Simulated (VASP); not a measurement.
# Cd3HgS4 (I-42m) in VASP: relaxation of cell and atoms with PBE

Aim: the relaxation of cell and atoms of Cd3HgS4 with PBE.

Program: VASP 6.6.1. These are calculated values, not measurements. Logs are shortened: lines on timing, memory, paths and dates and some standing lists are left out, and cuts for length are marked.

**1. The cell of the first run**

It takes space group I-42m (No. 121, tetragonal). The conventional cell has a = 5.784 Å, b = 5.784 Å, c = 11.567 Å, α = 90.00°, β = 90.00°, γ = 90.00°. Cd (site symmetry -42m) has 4 S at 2.50 Å within 3.3 Å. Within 3.3 Å of Cd (site symmetry -4) lie 4 S at 2.50 Å. Hg (site symmetry -42m) has 4 S at 2.50 Å within 3.3 Å. Within 3.3 Å of S (site symmetry m) lie 3 Cd at 2.50 Å and 1 Hg at 2.50 Å.

**2. Relaxation of cell and atoms, PBE**

File INCAR:

```
SYSTEM = Cd3HgS4
ALGO = Normal
EDIFF = 1E-7
EDIFFG = -0.04
ENCUT = 630
GGA = PE
GGA_COMPAT = .False.
IBRION = 2
ISIF = 3
ISMEAR = 0
LASPH = .True.
LCHARG = .False.
LREAL = .False.
LWAVE = .False.
NELM = 120
NELMIN = 4
NSW = 90
PREC = Accurate
SIGMA = 0.1
```

File KPOINTS:

```
k-points
0
Gamma
  4 4 4
  0 0 0
```

File POSCAR:

```
Cd3HgS4
1.0
   -2.8918208000      2.8918208000      5.7836415900
    2.8918208000     -2.8918208000      5.7836415900
    2.8918208000      2.8918208000     -5.7836415900
Cd Hg S
3 1 4
Direct
    0.5000000000      0.5000000000      0.0000000000
    0.2500000000      0.7500000000      0.5000000000
    0.7500000000      0.2500000000      0.5000000000
    0.0000000000      0.0000000000      0.0000000000
    0.6250000000      0.6250000000      0.5000000000
    0.1250000000      0.1250000000      0.5000000000
    0.8750000000      0.3750000000      0.0000000000
    0.3750000000      0.8750000000      0.0000000000
```

Potentials or basis: VASP PAW PBE potentials, release 64 (Cd_sv_GW, Hg_sv_GW, S).

Launch:

```sh
$ cat potpaw_PBE.64/Cd_sv_GW/POTCAR potpaw_PBE.64/Hg_sv_GW/POTCAR potpaw_PBE.64/S/POTCAR > POTCAR
$ mpirun -np 1 vasp_std > vasp.out
```

OUTCAR:

```text
SYSTEM = Cd3HgS4
   EDIFF = 1E-7
   EDIFFG = -0.04
   ENCUT = 630
   GGA = PE
   IBRION = 2
   ISIF = 3
   ISMEAR = 0
   LASPH = .True.
   LREAL = .False.
   NELM = 120
   NELMIN = 4
   NSW = 90
   PREC = Accurate

 ion  position               nearest neighbor table
   1  0.500  0.500  0.000-   5 2.50   7 2.50   8 2.50   6 2.50
   2  0.250  0.750  0.500-   5 2.50   6 2.50   8 2.50   7 2.50
   3  0.750  0.250  0.500-   5 2.50   6 2.50   7 2.50   8 2.50
   4  0.000  0.000  0.000-   6 2.50   7 2.50   8 2.50   5 2.50
   5  0.625  0.625  0.500-   2 2.50   3 2.50   4 2.50   1 2.50
   6  0.125  0.125  0.500-   1 2.50   2 2.50   3 2.50   4 2.50
   7  0.875  0.375  0.000-   1 2.50   2 2.50   4 2.50   3 2.50
   8  0.375  0.875  0.000-   1 2.50   3 2.50   4 2.50   2 2.50

  LATTYP: Found a body centered tetragonal cell.
 ALAT       =     5.7836416000
 C/A-ratio  =     1.9999999965

  Lattice vectors:

 A1 = (  -2.8918208000,   2.8918208000,   5.7836415900)
 A2 = (   2.8918208000,  -2.8918208000,   5.7836415900)
 A3 = (   2.8918208000,   2.8918208000,  -5.7836415900)

Analysis of symmetry for initial positions (statically):
=====================================================================
 Subroutine PRICEL returns:
 Original cell was already a primitive cell.

 Routine SETGRP: Setting up the symmetry group for a
 body centered tetragonal supercell.

 Subroutine GETGRP returns: Found  8 space group operations
 (whereof  8 operations were pure point group operations)
 out of a pool of 16 trial point group operations.

The static configuration has the point symmetry D_2d.

Analysis of symmetry for dynamics (positions and initial velocities):
=====================================================================
 Subroutine PRICEL returns:
 Original cell was already a primitive cell.

 Routine SETGRP: Setting up the symmetry group for a
 body centered tetragonal supercell.

 Subroutine GETGRP returns: Found  8 space group operations
 (whereof  8 operations were pure point group operations)
 out of a pool of 16 trial point group operations.

The dynamic configuration has the point symmetry D_2d.

 Subroutine INISYM returns: Found  8 space group operations
 (whereof  8 operations are pure point group operations),
 and found     1 'primitive' translations

----------------------------------------------------------------------------------------

                                     Primitive cell

  volume of cell :     193.4658

  direct lattice vectors                    reciprocal lattice vectors
    -2.891820800  2.891820800  5.783641590     0.000000000  0.172901447  0.086450724
     2.891820800 -2.891820800  5.783641590     0.172901447  0.000000000  0.086450724
     2.891820800  2.891820800 -5.783641590     0.172901447  0.172901447  0.000000000

  length of vectors
     7.083485379  7.083485379  7.083485379     0.193309694  0.193309694  0.244519571

  position of ions in fractional coordinates (direct lattice)
     0.500000000  0.500000000  0.000000000
     0.250000000  0.750000000  0.500000000
     0.750000000  0.250000000  0.500000000
     0.000000000  0.000000000  0.000000000
     0.625000000  0.625000000  0.500000000
     0.125000000  0.125000000  0.500000000
     0.875000000  0.375000000  0.000000000
     0.375000000  0.875000000  0.000000000

  ion indices of the primitive-cell ions
   primitive index   ion index
                 1           1
                 2           2
                 3           3
                 4           4
                 5           5
                 6           6
                 7           7
                 8           8

----------------------------------------------------------------------------------------

 KPOINTS: k-points

Automatic generation of k-mesh.
 Grid dimensions read from file:
 generate k-points for:    4    4    4

 Generating k-lattice:

  Cartesian coordinates                     Fractional coordinates (reciprocal lattice)
     0.000000000  0.043225362  0.021612681     0.250000000  0.000000000  0.000000000
     0.043225362  0.000000000  0.021612681     0.000000000  0.250000000  0.000000000
     0.043225362  0.043225362  0.000000000     0.000000000  0.000000000  0.250000000

  Length of vectors
     0.048327424  0.048327424  0.061129893

  Shift w.r.t. Gamma in fractional coordinates (k-lattice)
     0.000000000  0.000000000  0.000000000

 Subroutine IBZKPT returns following result:
 ===========================================

 Found     13 irreducible k-points:

 Following reciprocal coordinates:
            Coordinates               Weight
  0.000000  0.000000  0.000000      1.000000
  0.250000  0.000000  0.000000      8.000000
  0.500000  0.000000  0.000000      4.000000
  0.250000  0.250000  0.000000      8.000000
  0.500000  0.250000  0.000000     16.000000
 -0.250000  0.250000  0.000000      4.000000
  0.500000  0.500000  0.000000      2.000000
  0.250000  0.250000  0.250000      2.000000
 -0.250000  0.250000  0.250000      4.000000
  0.500000  0.500000  0.250000      4.000000
 -0.250000  0.500000  0.250000      8.000000
 -0.250000 -0.250000  0.250000      2.000000
  0.500000  0.500000  0.500000      1.000000
   k-points           NKPTS =     13   k-points in BZ     NKDIM =     13   number of bands    NBANDS=     62
   number of dos      NEDOS =    301   number of ions     NIONS =      8
   total plane-waves  NPLWV = 216000
   dimension x,y,z NGX =    60 NGY =   60 NGZ =   60
   dimension x,y,z NGXF=   120 NGYF=  120 NGZF=  120
   ions per type =               3   1   4
   NGX,Y,Z   is equivalent  to a cutoff of  14.08, 14.08, 14.08 a.u.
   NGXF,Y,Z  is equivalent  to a cutoff of  28.16, 28.16, 28.16 a.u.
 SYSTEM =  Cd3HgS4
   PREC   = accura    normal or accurate (medium, high low for compatibility)
   ISTART =      0    job   : 0-new  1-cont  2-samecut
   ICHARG =      2    charge: 1-file 2-atom 10-const
   ISPIN  =      1    spin polarized calculation?
   LNONCOLLINEAR =      F non collinear calculations
   LSORBIT =      F    spin-orbit coupling
   LASPH  =      T    aspherical Exc in radial PAW
   ENCUT  =  630.0 eV  46.30 Ry    6.80 a.u.  14.50 14.50 14.50*2*pi/ulx,y,z
   NELM   =    120;   NELMIN=  4; NELMDL= -5     # of ELM steps
   EDIFF  = 0.1E-06   stopping-criterion for ELM
   LREAL  =      F    real-space projection
   EDIFFG = -.4E-01   stopping-criterion for IOM
   NSW    =     90    number of steps for IOM
   IBRION =      2    ionic relax: 0-MD 1-quasi-New 2-CG
   NFREE  =      1    steps in history (QN), initial steepest desc. (CG)
   ISIF   =      3    stress and relaxation
   ISYM   =      2    0-nonsym 1-usesym 2-fastsym
   POTIM  = 0.5000    time-step for ionic-motion
   TEBEG  =    0.0;   TEEND  =   0.0 temperature during run
   PSTRESS=    0.0 pullay stress
   NELECT =     104.0000    total number of electrons
   NUPDOWN=      -1.0000    fix difference up-down
   EMIN   =  10.00;   EMAX   =-10.00  energy-range for DOS
   EFERMI =   0.00;   METHOD = LEGACY
   ISMEAR =     0;   SIGMA  =   0.10  broadening in eV -4-tet -1-fermi 0-gaus
   EFERMI_NEDOS =   21; number of points for ismear=-14 and -15
   IALGO  =     38    algorithm
   IMIX   =      4    mixing-type and parameters
     AMIX     =   0.40;   BMIX     =  1.00
     AMIX_MAG =   1.60;   BMIX_MAG =  1.00
  volume/ion in A,a.u.               =      24.18       163.20
  Fermi-wavevector in a.u.,A,eV,Ry     =   1.331122  2.515456 24.107974  1.771886
  Thomas-Fermi vector in A             =   2.460157
   LORBIT       =      0    0 simple, 1 ext, 2 COOP (PROOUT), +10 PAW based schemes
   GGA     = PE    functional components
   LHFCALC =     F    Hartree Fock is set to
   AEXX    =    0.0000 exact exchange contribution
   IVDW    =     0    specifies the selected vdW correction
   LEPSILON=     F    determine dielectric tensor
   LRPA    =     F    only Hartree local field effects (RPA)
 conjugate gradient relaxation of ions
 non-spin polarized calculation
 Gauss-broadening in eV      SIGMA  =   0.10
  energy-cutoff  :      630.00
  volume of cell :      193.47
 maximum number of plane-waves:      7019
 NGX is ok and might be reduce to    60
   NGX = 29   NGY = 29   NGZ = 29

--------------------------------------- Ionic step        1  -------------------------------------------

 number of electron     103.9999987 magnetization

 Free energy of the ion-electron system (eV)
  ---------------------------------------------------
  ext. energy  EPLUGINS =         0.00000000
  ---------------------------------------------------
  free energy    TOTEN  =       -22.98175750 eV

  energy without entropy =      -22.98175750  energy(sigma->0) =      -22.98175750

------------------------ aborting loop because EDIFF is reached ----------------------------------------

  FORCE on cell =-STRESS in cart. coord.  units (eV):
  Direction    XX          YY          ZZ          XY          YZ          ZX
  --------------------------------------------------------------------------------------
  -------------------------------------------------------------------------------------
  Total        6.1089586      6.1089586      6.1137044      0.0000000      0.0000000      0.0000000
  in kB       50.5910445     50.5910445     50.6303466      0.0000000      0.0000000      0.0000000
  external PRESSURE =      50.6041452 kB  Pullay stress =       0.0000000 kB

 VOLUME and BASIS-vectors are now :
 -----------------------------------------------------------------------------
  energy-cutoff  :      630.00
  volume of cell :      193.47
      direct lattice vectors                 reciprocal lattice vectors
    -2.891820800  2.891820800  5.783641590     0.000000000  0.172901447  0.086450724
     2.891820800 -2.891820800  5.783641590     0.172901447  0.000000000  0.086450724
     2.891820800  2.891820800 -5.783641590     0.172901447  0.172901447  0.000000000
[... 169 lines left out ...]
 POSITION                                       TOTAL-FORCE (eV/Angst)
 -----------------------------------------------------------------------------------
      0.00000      0.00000      5.93580        -0.000000     -0.000000     -0.000000
      2.96784     -0.00000      2.96790         0.000000     -0.000000     -0.000000
     -0.00000      2.96784      2.96790         0.000000     -0.000000     -0.000000
      0.00000      0.00000     -0.00000         0.000000     -0.000000     -0.000000
      1.47694      1.47694      4.44478        -0.038783     -0.038783     -0.036331
      1.49089      1.49089     -1.49102         0.038783      0.038783     -0.036331
     -1.47694      1.47694      7.42682         0.038783     -0.038783      0.036331
      1.47694     -1.47694      7.42682        -0.038783      0.038783      0.036331
 -----------------------------------------------------------------------------------
    total drift:                               -0.000000     -0.000000      0.000000

  FREE ENERGIE OF THE ION-ELECTRON SYSTEM (eV)
  ---------------------------------------------------
  free  energy   TOTEN  =       -23.2140547987 eV

  energy  without entropy=      -23.2140546500  energy(sigma->0) =      -23.21405472

--------------------------------------- Ionic step        6  -------------------------------------------

 number of electron     104.0000015 magnetization

 Free energy of the ion-electron system (eV)
  ---------------------------------------------------
  ext. energy  EPLUGINS =         0.00000000
  ---------------------------------------------------
  free energy    TOTEN  =       -23.21521050 eV

  energy without entropy =      -23.21521036  energy(sigma->0) =      -23.21521043

 E-fermi :   2.8781     XC(G=0):  -9.0852

 val. band max:        2.5553082302   @ k =   0.0000   0.0000   0.0000
 cond. band min:       3.1854161398   @ k =   0.0000   0.0000   0.0000
 fundamental gap:      0.6301079096
 Fermi energy:         2.8781160474

 k-point     1 :       0.0000    0.0000    0.0000
  band No.  band energies     occupation
      1    -111.2386      2.00000
      2     -98.8180      2.00000
      3     -98.8180      2.00000
      4     -98.8172      2.00000
      5     -59.8814      2.00000
      6     -59.8813      2.00000
[... 856 lines left out ...]
 POSITION                                       TOTAL-FORCE (eV/Angst)
 -----------------------------------------------------------------------------------
      0.00000      0.00000      5.93491         0.000000      0.000000      0.000000
      2.96738      0.00000      2.96745         0.000000     -0.000000      0.000000
      0.00000      2.96738      2.96745         0.000000      0.000000      0.000000
      2.96738     -2.96738      5.93491         0.000000      0.000000      0.000000
      1.47178      1.47178      4.43919        -0.001698     -0.001698      0.004592
      1.49559      1.49559     -1.49571         0.001698      0.001698      0.004592
     -1.47178      1.47178      7.43062         0.001698     -0.001698     -0.004592
      1.47178     -1.47178      7.43062        -0.001698      0.001698     -0.004592
 -----------------------------------------------------------------------------------
    total drift:                               -0.000001     -0.000001     -0.000000

  FREE ENERGIE OF THE ION-ELECTRON SYSTEM (eV)
  ---------------------------------------------------
  free  energy   TOTEN  =       -23.2152104993 eV

  energy  without entropy=      -23.2152103562  energy(sigma->0) =      -23.21521043

 reached required accuracy - stopping structural energy minimisation
```

It took 24 min on 1 thread of Intel Xeon 6975P-C (Granite Rapids), shared host; peak memory 0.66 GiB.

What came out:

- Free energy: -23.2152 eV
- Relaxed volume: 26.13 Å³/atom
- Relaxed cell: a = 7.269 Å, b = 7.269 Å, c = 7.269 Å, α = 131.81°, β = 131.81°, γ = 70.53°
- Space group after relaxing (to 0.1 Å): I-42m (No. 121)
- Energy gained by relaxing: 29.2 meV/atom
- Ionic steps: 6
- Pressure after relaxing: -0.1 GPa
- Largest force after relaxing: 0.005 eV/Å
- Band gap on the k mesh: 0.63 eV

Forces on the atoms (eV/Å):
```
Cd   0.000  0.000  0.000
Cd   0.000  0.000  0.000
Cd   0.000  0.000  0.000
Hg   0.000  0.000  0.000
S   -0.002 -0.002  0.005
S    0.002  0.002  0.005
S    0.002 -0.002 -0.005
S   -0.002  0.002 -0.005
```

Step by step:
| step | energy change (eV) | largest force (eV/Å) | pressure (GPa) | volume (Å³) |
| --- | --- | --- | --- | --- |
| 1 | 0.0000 | 0.1999 | 5.06 | 193.47 |
| 2 | -0.1942 | 0.0790 | -1.70 | 215.65 |
| 3 | -0.2306 | 0.1062 | -0.02 | 208.87 |
| 4 | -0.2306 | 0.1047 | -0.11 | 209.19 |
| 5 | -0.2323 | 0.0658 | -0.10 | 209.13 |
| 6 | -0.2335 | 0.0052 | -0.07 | 209.03 |

Final structure:
```xyz
8
Lattice="-2.9674 2.9674 5.9349 2.9674 -2.9674 5.9349 2.9674 2.9674 -5.9349" Properties=species:S:1:pos:R:3 pbc="T T T"
Cd    0.0000    0.0000    5.9349
Cd    2.9674    0.0000    2.9675
Cd    0.0000    2.9674    2.9675
Hg    2.9674   -2.9674    5.9349
S     1.4718    1.4718    4.4392
S     1.4956    1.4956   -1.4957
S    -1.4718    1.4718    7.4306
S     1.4718   -1.4718    7.4306
```

Caveat: spin-orbit coupling is left out, which moves the levels of the heavy elements.
